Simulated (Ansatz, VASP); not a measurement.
HfSi2: VASP beside Ansatz

```
CELL_PARAMETERS angstrom
1.85014 -7.27839 0.00000
1.85014 7.27839 0.00000
0.00000 0.00000 3.65402
ATOMIC_POSITIONS crystal
Hf 0.60497 0.39503 0.25000
Hf 0.39503 0.60497 0.75000
Si 0.94538 0.05462 0.25000
Si 0.05462 0.94538 0.75000
Si 0.24996 0.75004 0.25000
Si 0.75004 0.24996 0.75000
```

Alike in both runs: task relaxation of cell and atoms; functional PBE; k mesh 10 × 10 × 10; occupations gaussian, width 0.1 eV; no spin polarisation.

|  | VASP | Ansatz |
| --- | --- | --- |
| version | VASP 6.6.1 | Ansatz 0.2.0 |
| potentials or method | VASP PAW PBE potentials, release 64 (Hf_pv, Si), cutoff 500 eV | scalar-relativistic, plane waves, PAW |
| valence electrons in the cell | 36 | 68 |

Ansatz gave:

- gap on the k mesh at the Fermi level, each at its own relaxed structure (eV): none
- relaxed volume (Å³/atom): 16.39
- relaxed cell length with the largest relative difference (Å): 3.659

**Question.** What did VASP give for the same quantities?

**Answer.** gap on the k mesh at the Fermi level, each at its own relaxed structure (eV): none; relaxed volume (Å³/atom): 16.39; relaxed cell length with the largest relative difference (Å): 3.658.

A gap of «none» marks a metal or a gap that the smearing closes. VASP's potentials hold 36 valence electrons a cell and Ansatz's 68, so a difference there can come from the potentials and not from the codes.

Spin-orbit coupling is off throughout.
